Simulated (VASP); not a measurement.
Input of a VASP 6.6.1 run:

INCAR

```
SYSTEM = Si
PREC = Accurate
ENCUT = 600
EDIFF = 1E-8
ISMEAR = -1
SIGMA = 0.1
LREAL = .False.
LASPH = .True.
NELM = 80
ALGO = Normal
ISIF = 3
LWAVE = .False.
LCHARG = .False.
GGA = PS
IBRION = 6
NFREE = 2
POTIM = 0.015
NSW = 1
```

KPOINTS

```
regular mesh
0
Gamma
  20 20 18
  0 0 0
```

POSCAR

```
Si
1.0
    2.5270000000      0.0000000000      0.0000000000
   -1.2635000000      2.1884462000      0.0000000000
    0.0000000000      0.0000000000      2.3730000000
Si
1
Direct
    0.0000000000      0.0000000000      0.0000000000
```

Potentials or basis: VASP PAW PBE potentials, release 64 (Si).

Command:

```bash
$ cat potpaw_PBE.64/Si/POTCAR > POTCAR
$ mpirun -np 1 vasp_std > vasp.out
```

Question: Estimate the Voigt bulk modulus.

Answer: 173 GPa.

Elastic tensor in Voigt notation (GPa, in the Cartesian axes of the cell as first typed):
```
304 122  61   0   0   0
122 304  61   0   0   0
 61  61 463   0   0   0
  0   0   0  83   0   0
  0   0   0   0  83   0
  0   0   0   0   0  91
```

Caveat: the cell is under stress, which shifts elastic constants; the PAW data sets were made with another functional, which shifts forces and pressure a little.
